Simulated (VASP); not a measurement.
AgCl:

```
CELL_PARAMETERS angstrom
0.00000 2.73500 2.73500
2.73500 0.00000 2.73500
2.73500 2.73500 0.00000
ATOMIC_POSITIONS crystal
Ag 0.00000 0.00000 0.00000
Cl 0.50000 0.50000 0.50000
```

Base run:

* Program: VASP 6.6.1
* Functional: PBE
* Potentials or basis: VASP PAW PBE potentials, release 64 (Ag, Cl)
* Cutoff: 500 eV
* k mesh: 5 × 5 × 5
* Occupations: gaussian, width 0.01 eV
* Spin: no spin polarisation

Its results: band gap on the k mesh 1.06 eV (least direct gap 3.40 eV); pressure 3.8 GPa.

Q: The run is repeated on the same cell with these changes: k mesh from 5 × 5 × 5 to 7 × 7 × 7. What comes out?

A: Band gap on the k mesh 0.98 eV (least direct gap 3.38 eV); pressure 3.8 GPa.

Caveats: the cell stands under pressure; an odd mesh through Γ misses points on the zone boundary, where band edges can lie.
